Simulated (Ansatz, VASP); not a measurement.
# One calculation of WF, two programs

Contents of INCAR:

```
ALGO = Normal
EDIFF = 1E-6
EDIFFG = -0.04
ENCUT = 600
GGA = PE
IBRION = 2
ISIF = 3
ISMEAR = 0
LASPH = T
LCHARG = F
LREAL = F
LWAVE = F
NELM = 60
NSW = 90
PREC = Accurate
SIGMA = 0.1
```

File KPOINTS:

```
k-points
0
Gamma
  4 4 4
```

The input POSCAR:

```
WF
1.0
    3.4199050152     -3.9222766937      0.0000000000
    3.4199050152      3.9222766937      0.0000000000
    0.0000000000      0.0000000000      4.6158508096
W F
4 4
Direct
    0.0898007717      0.4231341051      0.2500000000
    0.5768658949      0.9101992283      0.2500000000
    0.9101992283      0.5768658949      0.7500000000
    0.4231341051      0.0898007717      0.7500000000
    0.8750000000      0.1250000000      0.0000000000
    0.1250000000      0.8750000000      0.0000000000
    0.8750000000      0.1250000000      0.5000000000
    0.1250000000      0.8750000000      0.5000000000
```

Input for Ansatz:

```yaml
crystal:
  lattice:
    - [3.4199050152, -3.9222766937, 0.0]
    - [3.4199050152, 3.9222766937, 0.0]
    - [0.0, 0.0, 4.6158508096]
  atoms:
    - { symbol: W, position: [0.0898007717, 0.4231341051, 0.25] }
    - { symbol: W, position: [0.5768658949, 0.9101992283, 0.25] }
    - { symbol: W, position: [0.9101992283, 0.5768658949, 0.75] }
    - { symbol: W, position: [0.4231341051, 0.0898007717, 0.75] }
    - { symbol: F, position: [0.875, 0.125, 0.0] }
    - { symbol: F, position: [0.125, 0.875, 0.0] }
    - { symbol: F, position: [0.875, 0.125, 0.5] }
    - { symbol: F, position: [0.125, 0.875, 0.5] }
basis:
  ecutwfc: 420
kpoints:
  mp_grid: { grid: [4, 4, 4] }
hamiltonian:
  xc: pbe
scf:
  occupations: { method: gaussian, width: 0.1 }
  lower_state_search: "off"
output:
  forces: true
  stress: true
  eigenvalues: true
relax:
  adjacent_minimum: "off"
  f_tol: 0.04
  max_steps: 70
  cell: { stress_tol: 0.4 }
```

Alike in both runs: task relaxation of cell and atoms; functional PBE; k mesh 4 × 4 × 4; occupations gaussian, width 0.1 eV; no spin polarisation.

|  | VASP | Ansatz |
| --- | --- | --- |
| version | VASP 6.6.1 | Ansatz 0.2.0 |
| potentials or method | VASP PAW PBE potentials, release 64 (W_sv, F), cutoff 600 eV | scalar-relativistic, plane waves, PAW |
| valence electrons in the cell | 84 | 84 |

```csv
,VASP,Ansatz,Ansatz less VASP
"gap on the k mesh at the Fermi level, each at its own relaxed structure (eV)",none,none,-
relaxed volume (Å³/atom),13.01,13.23,+0.221
relaxed cell length with the largest relative difference (Å),5.367,5.501,+0.1343
```

A gap of «none» marks a metal or a gap that the smearing closes.

Neither program's run includes spin-orbit coupling. Noted on VASP's run: the volume moved by over 15 % at a fixed basis, so the end points are rough.
